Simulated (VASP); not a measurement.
Here is a VASP 6.6.1 calculation.

INCAR

```
ALGO = Normal ; EDIFF = 1E-6
ENCUT = 520 ; GGA = PE
ISIF = 2 ; ISMEAR = 0
IVDW = 12 ; LASPH = True
LCHARG = False ; LREAL = False
LWAVE = False ; NBANDS = 11
NELM = 80 ; PREC = Accurate
SIGMA = 0.1
```

The input KPOINTS:

```
k-points
0
Gamma
  24 24 14
```

POSCAR

```
C
1.0
    2.4647381471      0.0000000000      0.0000000000
   -1.2323690736      2.1345258491      0.0000000000
    0.0000000000      0.0000000000      3.6209377826
C
2
Direct
    0.3333333333      0.6666666667      0.0000000000
    0.6666666667      0.3333333333      0.0000000000
```

Potentials or basis: VASP PAW PBE potentials, release 64 (C).

Command:

```sh
$ cat potpaw_PBE.64/C/POTCAR > POTCAR
$ mpirun -np 1 vasp_std > vasp.out
```

(1) Estimate the dispersion energy per atom.

(2) What does it give for the band gap on the k mesh?

(3) What does it give for the pressure?

## Answers

(1) -0.143 eV.

(2) zero (bands 4 and 5 overlap by 0.84 eV).

(3) 0.3 GPa.

Caveat: the cell differs from its parent crystal (strain along c alone, the other axes held: +1.5 %).
